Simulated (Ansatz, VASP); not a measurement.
**One calculation of Fe, two programs**

```xyz
1
Lattice="-1.4061 1.4061 1.4061 1.4061 -1.4061 1.4061 1.4061 1.4061 -1.4061" Properties=species:S:1:pos:R:3 pbc="T T T"
Fe    0.0000    0.0000    0.0000
```

Alike in both runs: task single point; functional PBE; k mesh 22 × 22 × 22; occupations gaussian, width 0.05 eV; collinear spin.

|  | VASP | Ansatz |
| --- | --- | --- |
| version | VASP 6.6.1 | Ansatz 0.2.0 |
| potentials or method | VASP PAW PBE potentials, release 64 (Fe), cutoff 520 eV | scalar-relativistic, plane waves, PAW |
| valence electrons in the cell | 8 | 16 |

Ansatz gave:

```
gap on the k mesh at the Fermi level (eV)                     : none
pressure (GPa)                                                : 4.2
net moment per atom (μB)                                      : 2.14
size of the moment on the site where the two differ most (μB) : 2.18
```

Task: Which values does VASP return?

Result: gap on the k mesh at the Fermi level (eV): none; pressure (GPa): 4.0; net moment per atom (μB): 2.15; size of the moment on the site where the two differ most (μB): 2.15.

Site moments also hang on the region over which each program counts them. A gap of «none» marks a metal or a gap that the smearing closes. VASP's potentials hold 8 valence electrons a cell and Ansatz's 16, so a difference there can come from the potentials and not from the codes.
